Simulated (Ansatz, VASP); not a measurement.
# BN in VASP and in Ansatz

```
B N
1.0
     0.00000    1.71897    1.71897
     1.71897    0.00000    1.71897
     1.71897    1.71897    0.00000
B N
1 1
Cartesian
  0.0000 0.0000 0.0000
  0.8595 0.8595 0.8595
```

Alike in both runs: task single point; functional PBE; k mesh 10 × 10 × 10; no spin polarisation.

|  | VASP | Ansatz |
| --- | --- | --- |
| version | VASP 6.6.1 | Ansatz 0.2.0 |
| potentials or method | VASP PAW PBE potentials, release 64 (B, N), cutoff 600 eV | scalar-relativistic, plane waves, PAW |
| occupations | gaussian, width 0.01 eV | fixed |
| valence electrons in the cell | 8 | 8 |

```csv
,VASP,Ansatz,Ansatz less VASP
gap on the k mesh at the Fermi level (eV),4.60,4.62,+0.018
least direct gap on the mesh (eV),9.54,9.56,+0.016
```
